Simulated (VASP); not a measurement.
# Br (Fm-3m) in VASP: a series of runs, part 2 of 2

VASP 6.6.1.

### 5 Single point, PBE (volume scaled by 0.92)

File INCAR:

```
  PREC = Accurate
  ENCUT = 520
  EDIFF = 1E-6
  ISMEAR = -1
  SIGMA = 0.05
  LREAL = F
  LASPH = T
  NELM = 100
  ALGO = Normal
  ISIF = 2
  LWAVE = F
  LCHARG = F
  GGA = PE
  NBANDS = 10
```

File KPOINTS:

```
regular mesh
0
Gamma
  14 14 14
```

File POSCAR:

```
Br
1.0
    0.0000000000      2.2974515976      2.2974515976
    2.2974515976      0.0000000000      2.2974515976
    2.2974515976      2.2974515976      0.0000000000
Br
1
Direct
    0.0000000000      0.0000000000      0.0000000000
```

Potentials or basis: VASP PAW PBE potentials, release 64 (Br).

Started as:

```sh
$ cat potpaw_PBE.64/Br/POTCAR > POTCAR
$ mpirun -np 1 vasp_std > vasp.out
```

OUTCAR:

```text
PREC = Accurate
   ENCUT = 520
   EDIFF = 1E-6
   ISMEAR = -1
   LREAL = F
   LASPH = T
   NELM = 100
   ISIF = 2
   GGA = PE

 ion  position               nearest neighbor table
   1  0.000  0.000  0.000-

  LATTYP: Found a face centered cubic cell.
 ALAT       =     4.5949031952

  Lattice vectors:

 A1 = (   0.0000000000,   2.2974515976,   2.2974515976)
 A2 = (   2.2974515976,   0.0000000000,   2.2974515976)
 A3 = (   2.2974515976,   2.2974515976,   0.0000000000)

Analysis of symmetry for initial positions (statically):
=====================================================================
 Subroutine PRICEL returns:
 Original cell was already a primitive cell.

 Routine SETGRP: Setting up the symmetry group for a
 face centered cubic supercell.

 Subroutine GETGRP returns: Found 48 space group operations
 (whereof 48 operations were pure point group operations)
 out of a pool of 48 trial point group operations.

The static configuration has the point symmetry O_h .

Analysis of symmetry for dynamics (positions and initial velocities):
=====================================================================
 Subroutine PRICEL returns:
 Original cell was already a primitive cell.

 Routine SETGRP: Setting up the symmetry group for a
 face centered cubic supercell.

 Subroutine GETGRP returns: Found 48 space group operations
 (whereof 48 operations were pure point group operations)
 out of a pool of 48 trial point group operations.

The dynamic configuration has the point symmetry O_h .

 Subroutine INISYM returns: Found 48 space group operations
 (whereof 48 operations are pure point group operations),
 and found     1 'primitive' translations

----------------------------------------------------------------------------------------

                                     Primitive cell

  volume of cell :      24.2532

  direct lattice vectors                    reciprocal lattice vectors
     0.000000000  2.297451598  2.297451598    -0.217632441  0.217632441  0.217632441
     2.297451598  0.000000000  2.297451598     0.217632441 -0.217632441  0.217632441
     2.297451598  2.297451598  0.000000000     0.217632441  0.217632441 -0.217632441

  length of vectors
     3.249087208  3.249087208  3.249087208     0.376950446  0.376950446  0.376950446

  position of ions in fractional coordinates (direct lattice)
     0.000000000  0.000000000  0.000000000

  ion indices of the primitive-cell ions
   primitive index   ion index
                 1           1

----------------------------------------------------------------------------------------

 KPOINTS: regular mesh

Automatic generation of k-mesh.
 Grid dimensions read from file:
 generate k-points for:   14   14   14

 Generating k-lattice:

  Cartesian coordinates                     Fractional coordinates (reciprocal lattice)
    -0.015545174  0.015545174  0.015545174     0.071428571  0.000000000  0.000000000
     0.015545174 -0.015545174  0.015545174     0.000000000  0.071428571  0.000000000
     0.015545174  0.015545174 -0.015545174     0.000000000  0.000000000  0.071428571

  Length of vectors
     0.026925032  0.026925032  0.026925032

  Shift w.r.t. Gamma in fractional coordinates (k-lattice)
     0.000000000  0.000000000  0.000000000

 Subroutine IBZKPT returns following result:
 ===========================================

 Found    104 irreducible k-points:

 Following reciprocal coordinates:
            Coordinates               Weight
  0.000000  0.000000  0.000000      1.000000
  0.071429  0.000000  0.000000      8.000000
  0.142857  0.000000  0.000000      8.000000
  0.214286  0.000000  0.000000      8.000000
  0.285714  0.000000  0.000000      8.000000
  0.357143  0.000000  0.000000      8.000000
[... 16 lines left out ...]
  0.214286  0.142857  0.000000     24.000000
  0.285714  0.142857  0.000000     24.000000
 [... further k-points ...]
   k-points           NKPTS =    104   k-points in BZ     NKDIM =    104   number of bands    NBANDS=     10
   number of dos      NEDOS =    301   number of ions     NIONS =      1
   total plane-waves  NPLWV =  13824
   dimension x,y,z NGX =    24 NGY =   24 NGZ =   24
   dimension x,y,z NGXF=    48 NGYF=   48 NGZF=   48
   ions per type =               1
   NGX,Y,Z   is equivalent  to a cutoff of  12.28, 12.28, 12.28 a.u.
   NGXF,Y,Z  is equivalent  to a cutoff of  24.56, 24.56, 24.56 a.u.
 SYSTEM =  unknown system
   PREC   = accura    normal or accurate (medium, high low for compatibility)
   ISTART =      0    job   : 0-new  1-cont  2-samecut
   ICHARG =      2    charge: 1-file 2-atom 10-const
   ISPIN  =      1    spin polarized calculation?
   LNONCOLLINEAR =      F non collinear calculations
   LSORBIT =      F    spin-orbit coupling
   LASPH  =      T    aspherical Exc in radial PAW
   ENCUT  =  520.0 eV  38.22 Ry    6.18 a.u.   6.04  6.04  6.04*2*pi/ulx,y,z
   NELM   =    100;   NELMIN=  2; NELMDL= -5     # of ELM steps
   EDIFF  = 0.1E-05   stopping-criterion for ELM
   LREAL  =      F    real-space projection
   EDIFFG = 0.1E-04   stopping-criterion for IOM
   NSW    =      0    number of steps for IOM
   IBRION =     -1    ionic relax: 0-MD 1-quasi-New 2-CG
   NFREE  =      0    steps in history (QN), initial steepest desc. (CG)
   ISIF   =      2    stress and relaxation
   ISYM   =      2    0-nonsym 1-usesym 2-fastsym
   POTIM  = 0.5000    time-step for ionic-motion
   TEBEG  =    0.0;   TEEND  =   0.0 temperature during run
   PSTRESS=    0.0 pullay stress
   NELECT =       7.0000    total number of electrons
   NUPDOWN=      -1.0000    fix difference up-down
   EMIN   =  10.00;   EMAX   =-10.00  energy-range for DOS
   EFERMI =   0.00;   METHOD = LEGACY
   ISMEAR =    -1;   SIGMA  =   0.05  broadening in eV -4-tet -1-fermi 0-gaus
   EFERMI_NEDOS =   21; number of points for ismear=-14 and -15
   IALGO  =     38    algorithm
   IMIX   =      4    mixing-type and parameters
     AMIX     =   0.40;   BMIX     =  1.00
     AMIX_MAG =   1.60;   BMIX_MAG =  1.00
  volume/ion in A,a.u.               =      24.25       163.67
  Fermi-wavevector in a.u.,A,eV,Ry     =   1.081893  2.044482 15.925529  1.170493
  Thomas-Fermi vector in A             =   2.217921
   LORBIT       =      0    0 simple, 1 ext, 2 COOP (PROOUT), +10 PAW based schemes
   GGA     = PE    functional components
   LHFCALC =     F    Hartree Fock is set to
   AEXX    =    0.0000 exact exchange contribution
   IVDW    =     0    specifies the selected vdW correction
   LEPSILON=     F    determine dielectric tensor
   LRPA    =     F    only Hartree local field effects (RPA)
 non-spin polarized calculation
  energy-cutoff  :      520.00
  volume of cell :       24.25
 maximum number of plane-waves:       664
   NGX = 13   NGY = 13   NGZ = 13

 number of electron       6.9999998 magnetization

 Free energy of the ion-electron system (eV)
  ---------------------------------------------------
  ext. energy  EPLUGINS =         0.00000000
  ---------------------------------------------------
  free energy    TOTEN  =        -0.96671863 eV

  energy without entropy =       -0.95380630  energy(sigma->0) =       -0.96026247

 E-fermi :   2.4422     XC(G=0):  -9.7102

 val. band max:        2.4269476950   @ k =   0.5000   0.0714   0.0000
 cond. band min:       2.4422056139   @ k =   0.2143   0.2143   0.0000
 fundamental gap:      0.0152579189
 Fermi energy:         2.4421841223

 k-point     1 :       0.0000    0.0000    0.0000
  band No.  band energies     occupation
      1     -13.3675      2.00000
      2       3.4654      0.00000
      3       3.4654      0.00000
      4       3.4654      0.00000
      5      10.9525      0.00000
      6      15.0140      0.00000
      7      15.0140      0.00000
      8      15.0140      0.00000
      9      19.2199      0.00000
     10      19.5110      0.00000

 k-point     2 :       0.0714    0.0000    0.0000
  band No.  band energies     occupation
      1     -13.3031      2.00000
      2       3.0224      0.00002
      3       3.4225      0.00000
      4       3.4225      0.00000
      5      11.3144      0.00000
      6      14.6916      0.00000
      7      15.1477      0.00000
      8      15.1477      0.00000
      9      19.1041      0.00000
     10      19.1041      0.00000
[... 274 lines left out ...]
 k-point    24 :       0.2857    0.1429    0.0000
  band No.  band energies     occupation
      1     -12.5084      2.00000
      2       0.1435      2.00000
      3       2.5154      0.37582
      4       2.5482      0.21424
      5      12.1807      0.00000
      6      13.5410      0.00000
      7      15.0022      0.00000
      8      16.6305      0.00000
      9      18.7205      0.00000
     10      20.5896      0.00000

 [... further k-points ...]
[... 5 lines left out ...]
  --------------------------------------------------------------------------------------
  -------------------------------------------------------------------------------------
  Total        0.4480248      0.4480248      0.4480248     -0.0000000     -0.0000000      0.0000000
  in kB       29.5967186     29.5967186     29.5967186     -0.0000000     -0.0000000      0.0000000
  external PRESSURE =      29.5967186 kB  Pullay stress =       0.0000000 kB

 VOLUME and BASIS-vectors are now :
 -----------------------------------------------------------------------------
  energy-cutoff  :      520.00
  volume of cell :       24.25
      direct lattice vectors                 reciprocal lattice vectors
     0.000000000  2.297451598  2.297451598    -0.217632441  0.217632441  0.217632441
     2.297451598  0.000000000  2.297451598     0.217632441 -0.217632441  0.217632441
     2.297451598  2.297451598  0.000000000     0.217632441  0.217632441 -0.217632441

 POSITION                                       TOTAL-FORCE (eV/Angst)
 -----------------------------------------------------------------------------------
      0.00000      0.00000      0.00000         0.000000      0.000000     -0.000000
 -----------------------------------------------------------------------------------
    total drift:                                0.000000      0.000000      0.000000

  FREE ENERGIE OF THE ION-ELECTRON SYSTEM (eV)
  ---------------------------------------------------
  free  energy   TOTEN  =        -0.9667186348 eV

  energy  without entropy=       -0.9538062972  energy(sigma->0) =       -0.96026247
```

OSZICAR:

```text
N       E                     dE             d eps       ncg     rms          rms(c)
DAV:   1     0.197550387478E+02    0.19755E+02   -0.29427E+03  2080   0.543E+02
DAV:   2    -0.255263976287E+00   -0.20010E+02   -0.19562E+02  2816   0.975E+01
DAV:   3    -0.964118838438E+00   -0.70885E+00   -0.68721E+00  2468   0.162E+01
DAV:   4    -0.966285426874E+00   -0.21666E-02   -0.21378E-02  2512   0.106E+00
DAV:   5    -0.966290417802E+00   -0.49909E-05   -0.49908E-05  2468   0.511E-02    0.432E+00
DAV:   6    -0.966377674822E+00   -0.87257E-04   -0.83324E-04  2380   0.168E-01    0.263E+00
DAV:   7    -0.966728875134E+00   -0.35120E-03   -0.14107E-03  2320   0.231E-01    0.455E-02
DAV:   8    -0.966717268648E+00    0.11606E-04   -0.70096E-05  2372   0.412E-02    0.778E-03
DAV:   9    -0.966718348070E+00   -0.10794E-05   -0.19594E-06  2468   0.988E-03    0.282E-03
DAV:  10    -0.966718634771E+00   -0.28670E-06   -0.41834E-07  2204   0.446E-03
   1 F= -.96671863E+00 E0= -.96026247E+00  d E =-.129123E-01
```

stdout:

```text
POSCAR found type information on POSCAR Br
 POSCAR found :  1 types and       1 ions
 scaLAPACK will be used
 LDA part: xc-table for (Slater+PW92), standard interpolation
 POSCAR, INCAR and KPOINTS ok, starting setup
 FFT: planning ... GRIDC
 FFT: planning ... GRID_SOFT
 FFT: planning ... GRID
 WAVECAR not read
 entering main loop
```

Wall time 5.2 s (1 thread of Intel Xeon 6975P-C (Granite Rapids), shared host); peak memory 0.14 GiB.

Results:

| Quantity | Value |
| --- | --- |
| Free energy | -0.9667 eV |
| Pressure | 3.0 GPa |

Levels at points of the mesh, in eV from the Fermi level:
```tsv
k point	band 1	band 2	band 3	band 4	band 5	band 6	band 7	band 8
(0.00, 0.00, 0.00)	-15.81	1.02	1.02	1.02	8.51	12.57	12.57	12.57
(0.50, 0.00, 0.00)	-14.14	-5.12	0.29	0.29	8.39	11.89	11.89	14.88
(0.50, 0.50, 0.00)	-13.56	-4.56	-1.22	-1.22	6.36	7.55	19.66	20.98
```

Caveat: the cell differs from its parent crystal (volume scaled by 0.92); an odd number of electrons without spin polarisation forces a metal; a magnetic or distorted state may lie lower.

### 6 Single point, PBE

This run uses another cell than the first one, of 26.36 Å³/atom, 1.190 times its volume.

File INCAR:

```
PREC = Accurate
ENCUT = 520
EDIFF = 1E-6
ISMEAR = -1
SIGMA = 0.05
LREAL = False
LASPH = True
NELM = 100
ALGO = Normal
ISIF = 2
LWAVE = False
LCHARG = False
GGA = PE
NBANDS = 10
```

File KPOINTS:

```
Automatic mesh
0
Gamma
  14 14 14
```

File POSCAR:

```
Br
1.0
    0.0000000000      2.3622023363      2.3622023363
    2.3622023363      0.0000000000      2.3622023363
    2.3622023363      2.3622023363      0.0000000000
Br
1
Direct
    0.0000000000      0.0000000000      0.0000000000
```

Potentials or basis: VASP PAW PBE potentials, release 64 (Br).

Started as:

```sh
$ cat potpaw_PBE.64/Br/POTCAR > POTCAR
$ mpirun -np 1 vasp_std > vasp.out
```

Wall time 12 s (1 thread of Intel Xeon 6975P-C (Granite Rapids), shared host); peak memory 0.17 GiB.

Results (log left out):

```yaml
Free_energy: -0.9848 eV
Pressure: 0.0 GPa
```

Levels at points of the mesh, in eV from the Fermi level:
```csv
k point,band 2,band 3,band 4,band 5,band 6,band 7
"(0.00, 0.00, 0.00)",0.87,0.87,0.87,8.00,12.55,12.55
"(0.50, 0.00, 0.00)",-4.50,0.24,0.24,8.37,11.92,11.92
"(0.50, 0.50, 0.00)",-4.00,-1.06,-1.06,6.66,7.85,18.57
```

Caveat: an odd number of electrons without spin polarisation forces a metal; a magnetic or distorted state may lie lower.

### 7 The runs side by side

| cell | gap on the mesh (eV) | pressure (GPa) |
| --- | --- | --- |
| a = 3.152 Å, angles 60.0°, 1 atom | none | 7.8 |
| a = 3.249 Å, angles 60.0°, 1 atom | none | 3.0 |
| a = 3.341 Å, angles 60.0°, 1 atom | none | 0.0 |

Alike in all rows: task single point; level PBE; potentials or basis VASP PAW PBE potentials, release 64 (Br); no spin polarisation; k mesh 14 × 14 × 14; cutoff (eV) 520; smearing fermi-dirac 0.05 eV.

Caveats: an odd number of electrons without spin polarisation forces a metal; a magnetic or distorted state may lie lower.

Absolute energies hang on the potentials; compare differences alone.
